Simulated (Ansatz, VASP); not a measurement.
# Sn in VASP and in Ansatz

```
Sn
1.0
     0.00000    3.19692    3.24560
     3.24560    0.00000    3.24560
     3.24560    3.19692    0.00000
Sn
2
Cartesian
  3.2456 3.1969 3.2456
  4.8684 4.7954 4.8684
```

Change from the starting cell: strain -0.0150 x Voigt [0, 1, 0, 0, 0, 0], atoms carried along.

Alike in both runs: task single point; functional PBEsol; k mesh 12 × 12 × 12; occupations gaussian, width 0.15 eV; no spin polarisation.

```csv
,VASP,Ansatz
version,VASP 6.6.1,Ansatz 0.2.0
potentials or method,"VASP PAW PBE potentials, release 64 (Sn_d), cutoff 520 eV","scalar-relativistic, plane waves, PAW"
valence electrons in the cell,28,28
```

Ansatz gave:

* gap on the k mesh at the Fermi level (eV): none
* pressure (GPa): 1.7
* traceless stress, the component that is largest in VASP (GPa): 0.30

Task: Which values does VASP return?

Result: gap on the k mesh at the Fermi level (eV): none; pressure (GPa): 1.6; traceless stress, the component that is largest in VASP (GPa): 0.30.

VASP's potentials were made for PBE, not for PBEsol. A gap of «none» marks a metal or a gap that the smearing closes. The functional is the same, so the differences come from potentials, cutoffs and numerics.
